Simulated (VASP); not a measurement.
# MgCd3Te4 (P-4m2) in VASP: notebook

The runs below take MgCd3Te4 through single point, with PBE.

All numbers are computed with VASP 6.6.1; they aren't measurements. Logs are shortened: lines on timing, memory, paths and dates and some standing lists are left out, and cuts for length are marked.

### 1 The cell of the first run

The structure is tetragonal, space group P-4m2 (No. 115). Conventional cell: a = 4.315 Å, b = 4.315 Å, c = 12.205 Å, α = 90.00°, β = 90.00°, γ = 90.00°. Within 3.5 Å of Mg (site symmetry -4m2) lie 4 Te at 2.64 Å. Cd (site symmetry -4m2) has 4 Te at 2.64 Å within 3.5 Å. Cd (site symmetry 2mm) has 4 Te at 2.64 Å within 3.5 Å. Within 3.5 Å of Te (site symmetry 2mm) lie 2 Cd at 2.64 Å and 2 Mg at 2.64 Å. Within 3.5 Å of Te (site symmetry 2mm) lie 4 Cd at 2.64 Å.

### 2 Single point, PBE

Contents of INCAR:

```
ALGO = Normal ; EDIFF = 1E-6
ENCUT = 520 ; GGA = PE
ISIF = 2 ; ISMEAR = 0
LASPH = T ; LCHARG = F
LREAL = F ; LWAVE = F
NBANDS = 41 ; NELM = 80
PREC = Accurate ; SIGMA = 0.1
```

Contents of KPOINTS:

```
k-points
0
Gamma
  4 4 2
```

Contents of POSCAR:

```
MgCd3Te4
1.0
    4.3151379500      0.0000000000      0.0000000000
    0.0000000000      4.3151379500      0.0000000000
    0.0000000000      0.0000000000     12.2050532300
Mg Cd Te
1 3 4
Direct
    0.0000000000      0.0000000000      0.5000000000
    0.0000000000      0.0000000000      0.0000000000
    0.5000000000      0.5000000000      0.2500000000
    0.5000000000      0.5000000000      0.7500000000
    0.5000000000      0.0000000000      0.3750000000
    0.0000000000      0.5000000000      0.6250000000
    0.5000000000      0.0000000000      0.8750000000
    0.0000000000      0.5000000000      0.1250000000
```

Potentials or basis: VASP PAW PBE potentials, release 64 (Mg, Cd, Te).

Started as:

```sh
> cat potpaw_PBE.64/Mg/POTCAR potpaw_PBE.64/Cd/POTCAR potpaw_PBE.64/Te/POTCAR > POTCAR
> mpirun -np 1 vasp_std > vasp.out
```

OUTCAR:

```text
EDIFF = 1E-6
   ENCUT = 520
   GGA = PE
   ISIF = 2
   ISMEAR = 0
   LASPH = T
   LREAL = F
   NELM = 80
   PREC = Accurate

 ion  position               nearest neighbor table
   1  0.000  0.000  0.500-   5 2.64   6 2.64   6 2.64   5 2.64
   2  0.000  0.000  0.000-   7 2.64   8 2.64   8 2.64   7 2.64
   3  0.500  0.500  0.250-   5 2.64   8 2.64   5 2.64   8 2.64
   4  0.500  0.500  0.750-   6 2.64   7 2.64   7 2.64   6 2.64
   5  0.500  0.000  0.375-   1 2.64   3 2.64   3 2.64   1 2.64
   6  0.000  0.500  0.625-   1 2.64   4 2.64   1 2.64   4 2.64
   7  0.500  0.000  0.875-   2 2.64   4 2.64   4 2.64   2 2.64
   8  0.000  0.500  0.125-   2 2.64   3 2.64   2 2.64   3 2.64

  LATTYP: Found a simple tetragonal cell.
 ALAT       =     4.3151379500
 C/A-ratio  =     2.8284271260

  Lattice vectors:

 A1 = (   4.3151379500,   0.0000000000,   0.0000000000)
 A2 = (   0.0000000000,   4.3151379500,   0.0000000000)
 A3 = (   0.0000000000,   0.0000000000,  12.2050532300)

Analysis of symmetry for initial positions (statically):
=====================================================================
 Subroutine PRICEL returns:
 Original cell was already a primitive cell.

 Routine SETGRP: Setting up the symmetry group for a
 simple tetragonal supercell.

 Subroutine GETGRP returns: Found  8 space group operations
 (whereof  8 operations were pure point group operations)
 out of a pool of 16 trial point group operations.

The static configuration has the point symmetry D_2d.

Analysis of symmetry for dynamics (positions and initial velocities):
=====================================================================
 Subroutine PRICEL returns:
 Original cell was already a primitive cell.

 Routine SETGRP: Setting up the symmetry group for a
 simple tetragonal supercell.

 Subroutine GETGRP returns: Found  8 space group operations
 (whereof  8 operations were pure point group operations)
 out of a pool of 16 trial point group operations.

The dynamic configuration has the point symmetry D_2d.

 Subroutine INISYM returns: Found  8 space group operations
 (whereof  8 operations are pure point group operations),
 and found     1 'primitive' translations

----------------------------------------------------------------------------------------

                                     Primitive cell

  volume of cell :     227.2632

[... 91 lines left out ...]
   IBRION =     -1    ionic relax: 0-MD 1-quasi-New 2-CG
   NFREE  =      0    steps in history (QN), initial steepest desc. (CG)
   ISIF   =      2    stress and relaxation
   ISYM   =      2    0-nonsym 1-usesym 2-fastsym
   POTIM  = 0.5000    time-step for ionic-motion
   TEBEG  =    0.0;   TEEND  =   0.0 temperature during run
   PSTRESS=    0.0 pullay stress
   NELECT =      62.0000    total number of electrons
   NUPDOWN=      -1.0000    fix difference up-down
   EMIN   =  10.00;   EMAX   =-10.00  energy-range for DOS
   EFERMI =   0.00;   METHOD = LEGACY
   ISMEAR =     0;   SIGMA  =   0.10  broadening in eV -4-tet -1-fermi 0-gaus
   EFERMI_NEDOS =   21; number of points for ismear=-14 and -15
   IALGO  =     38    algorithm
   IMIX   =      4    mixing-type and parameters
     AMIX     =   0.40;   BMIX     =  1.00
     AMIX_MAG =   1.60;   BMIX_MAG =  1.00
  volume/ion in A,a.u.               =      28.41       191.71
  Fermi-wavevector in a.u.,A,eV,Ry     =   1.061767  2.006448 15.338504  1.127348
  Thomas-Fermi vector in A             =   2.197194
   LORBIT       =      0    0 simple, 1 ext, 2 COOP (PROOUT), +10 PAW based schemes
   GGA     = PE    functional components
   LHFCALC =     F    Hartree Fock is set to
   AEXX    =    0.0000 exact exchange contribution
   IVDW    =     0    specifies the selected vdW correction
   LEPSILON=     F    determine dielectric tensor
   LRPA    =     F    only Hartree local field effects (RPA)
 non-spin polarized calculation
 Gauss-broadening in eV      SIGMA  =   0.10
  energy-cutoff  :      520.00
  volume of cell :      227.26
 maximum number of plane-waves:      6168
   NGX = 17   NGY = 17   NGZ = 45

 number of electron      61.9999987 magnetization

 Free energy of the ion-electron system (eV)
  ---------------------------------------------------
  ext. energy  EPLUGINS =         0.00000000
  ---------------------------------------------------
  free energy    TOTEN  =       -18.59277273 eV

  energy without entropy =      -18.59277273  energy(sigma->0) =      -18.59277273

 E-fermi :   4.4606     XC(G=0):  -9.1810

 val. band max:        3.9965336202   @ k =   0.0000   0.0000   0.0000
 cond. band min:       5.7165970697   @ k =   0.0000   0.0000   0.0000
 fundamental gap:      1.7200634495
 Fermi energy:         4.4606112664

 k-point     1 :       0.0000    0.0000    0.0000
  band No.  band energies     occupation
      1      -8.0992      2.00000
      2      -7.7022      2.00000
      3      -7.5985      2.00000
      4      -7.1535      2.00000
      5      -4.8848      2.00000
      6      -4.8848      2.00000
[... 517 lines left out ...]
     40      11.8876      0.00000
     41      11.8878      0.00000

------------------------ aborting loop because EDIFF is reached ----------------------------------------

  FORCE on cell =-STRESS in cart. coord.  units (eV):
  Direction    XX          YY          ZZ          XY          YZ          ZX
  --------------------------------------------------------------------------------------
  -------------------------------------------------------------------------------------
  Total       20.3969843     20.3969843     19.8158194      0.0000000      0.0000000      0.0000000
  in kB      143.7962292    143.7962292    139.6990880      0.0000000      0.0000000      0.0000000
  external PRESSURE =     142.4305155 kB  Pullay stress =       0.0000000 kB

 VOLUME and BASIS-vectors are now :
 -----------------------------------------------------------------------------
  energy-cutoff  :      520.00
  volume of cell :      227.26
      direct lattice vectors                 reciprocal lattice vectors
     4.315137950  0.000000000  0.000000000     0.231742302  0.000000000  0.000000000
     0.000000000  4.315137950  0.000000000     0.000000000  0.231742302  0.000000000
     0.000000000  0.000000000 12.205053230     0.000000000  0.000000000  0.081933276

 POSITION                                       TOTAL-FORCE (eV/Angst)
 -----------------------------------------------------------------------------------
      0.00000      0.00000      6.10253        -0.000000     -0.000000      0.000000
      0.00000      0.00000      0.00000        -0.000000      0.000000      0.000000
      2.15757      2.15757      3.05126        -0.000000     -0.000000     -0.007160
      2.15757      2.15757      9.15379        -0.000000      0.000000      0.007160
      2.15757      0.00000      4.57689        -0.000000     -0.000000      0.712475
      0.00000      2.15757      7.62816        -0.000000     -0.000000     -0.712475
      2.15757      0.00000     10.67942        -0.000000     -0.000000      0.009557
      0.00000      2.15757      1.52563         0.000000     -0.000000     -0.009557
 -----------------------------------------------------------------------------------
    total drift:                                0.000000     -0.000000     -0.000000

  FREE ENERGIE OF THE ION-ELECTRON SYSTEM (eV)
  ---------------------------------------------------
  free  energy   TOTEN  =       -18.5927727303 eV

  energy  without entropy=      -18.5927727303  energy(sigma->0) =      -18.59277273
```

OSZICAR:

```text
N       E                     dE             d eps       ncg     rms          rms(c)
DAV:   1     0.392397556560E+03    0.39240E+03   -0.27266E+04   984   0.132E+03
DAV:   2     0.325996063377E+01   -0.38914E+03   -0.37426E+03  1125   0.305E+02
DAV:   3    -0.192013977157E+02   -0.22461E+02   -0.22311E+02  1131   0.728E+01
DAV:   4    -0.195579842531E+02   -0.35659E+00   -0.35636E+00  1214   0.833E+00
DAV:   5    -0.195635717019E+02   -0.55874E-02   -0.55870E-02  1190   0.106E+00    0.144E+01
DAV:   6    -0.186641593518E+02    0.89941E+00   -0.18832E+00  1155   0.120E+01    0.110E+01
DAV:   7    -0.186134295994E+02    0.50730E-01   -0.14195E+00  1164   0.520E+00    0.235E+00
DAV:   8    -0.185958695154E+02    0.17560E-01   -0.18976E-01  1122   0.356E+00    0.198E+00
DAV:   9    -0.185930627481E+02    0.28068E-02   -0.26868E-02  1149   0.885E-01    0.572E-01
DAV:  10    -0.185926624486E+02    0.40030E-03   -0.55964E-03  1098   0.559E-01    0.150E-01
DAV:  11    -0.185926903646E+02   -0.27916E-04   -0.77425E-04  1148   0.149E-01    0.853E-02
DAV:  12    -0.185927508552E+02   -0.60491E-04   -0.15622E-04  1120   0.468E-02    0.498E-02
DAV:  13    -0.185927701227E+02   -0.19268E-04   -0.46912E-05  1102   0.472E-02    0.164E-02
DAV:  14    -0.185927737198E+02   -0.35970E-05   -0.92236E-06  1158   0.109E-02    0.201E-02
DAV:  15    -0.185927727303E+02    0.98949E-06   -0.68781E-06  1029   0.121E-02
   1 F= -.18592773E+02 E0= -.18592773E+02  d E =-.157848E-11
```

It took 2.7 min on 1 thread of Intel Xeon Platinum 8259CL at 2.50GHz (Skylake/Cascade Lake), shared host; peak memory 0.35 GiB.

Results:

| Item | Value |
| --- | --- |
| Free energy | -18.5928 eV |
| Pressure | 14.2 GPa |
| Largest force | 0.712 eV/Å |
| Band gap on the k mesh | 1.72 eV, direct |

Forces on the atoms (eV/Å):
```
Mg   0.000  0.000  0.000
Cd   0.000  0.000  0.000
Cd   0.000  0.000 -0.007
Cd   0.000  0.000  0.007
Te   0.000  0.000  0.712
Te   0.000  0.000 -0.712
Te   0.000  0.000  0.010
Te   0.000  0.000 -0.010
```

Stress tensor (GPa, compression positive):
```
14.38  0.00  0.00
 0.00 14.38  0.00
 0.00  0.00 13.97
```

Caveat: spin-orbit coupling is left out, which moves the levels of the heavy elements. As with any semilocal functional, this PBE gap is likely too small.

### 3 Single point, PBE

This run uses another cell than the first one, of 35.65 Å³/atom, 1.255 times its volume.

Contents of INCAR:

```
SYSTEM = MgCd3Te4
ALGO = Normal
EDIFF = 1E-7
ENCUT = 520
GGA = PE
ISIF = 2
ISMEAR = 0
LASPH = .True.
LCHARG = .True.
LELF = .True.
LREAL = .False.
LVHAR = .True.
LWAVE = .False.
NBANDS = 41
NELM = 80
PREC = Accurate
SIGMA = 0.1
```

Contents of KPOINTS:

```
k-points
0
Gamma
  4 4 2
  0 0 0
```

Contents of POSCAR:

```
MgCd3Te4
1.0
    4.6725676433      0.0000000000      0.0000000000
    0.0000000000      4.6725676433      0.0000000000
    0.0000000000      0.0000000000     13.0638070183
Mg Cd Te
1 3 4
Direct
    0.0000000000      0.0000000000      0.5000000000
    0.0000000000      0.0000000000      0.0000000000
    0.5000000000      0.5000000000      0.2524898272
    0.5000000000      0.5000000000      0.7475101728
    0.5000000000      0.0000000000      0.3794491789
    0.0000000000      0.5000000000      0.6205508211
    0.5000000000      0.0000000000      0.8737271735
    0.0000000000      0.5000000000      0.1262728265
```

Potentials or basis: VASP PAW PBE potentials, release 64 (Mg, Cd, Te).

Started as:

```sh
> cat potpaw_PBE.64/Mg/POTCAR potpaw_PBE.64/Cd/POTCAR potpaw_PBE.64/Te/POTCAR > POTCAR
> mpirun -np 1 vasp_std > vasp.out
```

Wall time 3.6 min (1 thread of Intel Xeon Platinum 8259CL at 2.50GHz (Skylake/Cascade Lake), shared host); peak memory 0.42 GiB.

Results (log left out):

```
Free energy            : -20.7638 eV
Pressure               : 0.3 GPa
Largest force          : 0.017 eV/Å
Band gap on the k mesh : 0.97 eV, direct
```

Forces in eV/Å, atoms in the order of the input:
```
Mg   0.000  0.000  0.000
Cd   0.000  0.000  0.000
Cd   0.000  0.000  0.005
Cd   0.000  0.000 -0.005
Te   0.000  0.000  0.017
Te   0.000  0.000 -0.017
Te   0.000  0.000  0.003
Te   0.000  0.000 -0.003
```

Levels at points of the mesh, in eV from the valence-band top:
| k point | band 28 | band 29 | band 30 | band 31 | band 32 | band 33 | band 34 | band 35 |
| --- | --- | --- | --- | --- | --- | --- | --- | --- |
| (0.00, 0.00, 0.00) | -0.84 | -0.01 | 0.00 | 0.00 | 0.97 | 2.71 | 2.78 | 2.98 |
| (0.50, 0.00, 0.00) | -0.65 | -0.59 | -0.58 | -0.57 | 1.86 | 2.21 | 3.16 | 3.56 |
| (0.50, 0.50, 0.00) | -1.55 | -1.54 | -1.54 | -1.52 | 2.59 | 2.75 | 2.75 | 3.07 |
| (0.00, 0.00, 0.50) | -0.43 | -0.43 | -0.21 | -0.21 | 1.93 | 2.25 | 2.74 | 2.99 |
| (0.50, 0.00, 0.50) | -0.89 | -0.64 | -0.59 | -0.59 | 2.49 | 2.52 | 2.57 | 3.29 |
| (0.50, 0.50, 0.50) | -1.72 | -1.72 | -1.68 | -1.68 | 3.13 | 3.32 | 3.32 | 3.38 |

Caveat: spin-orbit coupling is left out, which moves the levels of the heavy elements.

### 4 Single point, PBE

This run uses another cell than the first one, of 35.80 Å³/atom, 1.260 times its volume.

Contents of INCAR:

```
SYSTEM = MgCd3Te4
  ALGO = Normal
  EDIFF = 1E-7
  ENCUT = 520
  GGA = PE
  ISIF = 2
  ISMEAR = 0
  LASPH = .TRUE.
  LCHARG = .FALSE.
  LREAL = .FALSE.
  LWAVE = .FALSE.
  NBANDS = 41
  NELM = 60
  PREC = Accurate
  SIGMA = 0.02
```

Contents of KPOINTS:

```
k-points
0
G
  6 6 2
  0 0 0
```

Contents of POSCAR:

```
MgCd3Te4
1.0
    4.6695665622      0.0000000000      0.0000000000
    0.0000000000      4.6695665622      0.0000000000
    0.0000000000      0.0000000000     13.1342220825
Mg Cd Te
1 3 4
Direct
    0.0000000000      0.0000000000      0.5000000000
    0.0000000000      0.0000000000      0.0000000000
    0.5000000000      0.5000000000      0.2524848027
    0.5000000000      0.5000000000      0.7475151973
    0.5000000000      0.0000000000      0.3792830323
    0.0000000000      0.5000000000      0.6207169677
    0.5000000000      0.0000000000      0.8737790606
    0.0000000000      0.5000000000      0.1262209394
```

Started as:

```sh
> cat potpaw_PBE.64/Mg/POTCAR potpaw_PBE.64/Cd/POTCAR potpaw_PBE.64/Te/POTCAR > POTCAR
> mpirun -np 1 vasp_std > vasp.out
```

Run time: 5.9 min. Hardware: 1 thread of Intel Xeon Platinum 8259CL at 2.50GHz (Skylake/Cascade Lake), shared host; peak memory 0.48 GiB.

Results (log left out):

* Free energy: -20.8235 eV
* Pressure: 0.1 GPa
* Largest force: 0.017 eV/Å
* Band gap on the k mesh: 0.96 eV, direct

Forces on the atoms (eV/Å):
```
Mg   0.000  0.000  0.000
Cd   0.000  0.000  0.000
Cd   0.000  0.000  0.000
Cd   0.000  0.000  0.000
Te   0.000  0.000  0.017
Te   0.000  0.000 -0.017
Te   0.000  0.000  0.000
Te   0.000  0.000  0.000
```

Levels at points of the mesh, in eV from the valence-band top:
```csv
k point,band 28,band 29,band 30,band 31,band 32,band 33,band 34,band 35
"(0.00, 0.00, 0.00)",-0.83,-0.02,0.00,0.00,0.96,2.73,2.80,2.98
"(0.50, 0.00, 0.00)",-0.63,-0.58,-0.58,-0.57,1.85,2.20,3.16,3.56
"(0.50, 0.50, 0.00)",-1.56,-1.54,-1.54,-1.53,2.57,2.75,2.75,3.06
"(0.00, 0.00, 0.50)",-0.42,-0.42,-0.20,-0.20,1.92,2.23,2.77,3.01
"(0.50, 0.00, 0.50)",-0.88,-0.63,-0.58,-0.58,2.49,2.52,2.56,3.29
"(0.50, 0.50, 0.50)",-1.71,-1.71,-1.67,-1.67,3.10,3.31,3.31,3.35
```

Caveat: spin-orbit coupling is left out, which moves the levels of the heavy elements. A hybrid or GW would open this gap; PBE tends to underestimate it.

### 5 The runs side by side

| cell | k mesh | smearing | gap on the mesh (eV) | pressure (GPa) | largest force (eV/Å) |
| --- | --- | --- | --- | --- | --- |
| a = 4.315, b = 4.315, c = 12.205 Å, 8 atoms | 4 × 4 × 2 | gaussian 0.1 eV | 1.72 | 14.2 | 0.71 |
| a = 4.673, b = 4.673, c = 13.064 Å, 8 atoms | 4 × 4 × 2 | gaussian 0.1 eV | 0.97 | 0.3 | 0.02 |
| a = 4.670, b = 4.670, c = 13.134 Å, 8 atoms | 6 × 6 × 2 | gaussian 0.02 eV | 0.96 | 0.1 | 0.02 |

Alike in all rows: task single point; level PBE; potentials or basis VASP PAW PBE potentials, release 64 (Mg, Cd, Te); no spin polarisation; cutoff (eV) 520.

Caveats: spin-orbit coupling is left out, which moves the levels of the heavy elements.

Total energies depend on the potentials used, so only differences within one code and one set of settings carry meaning.
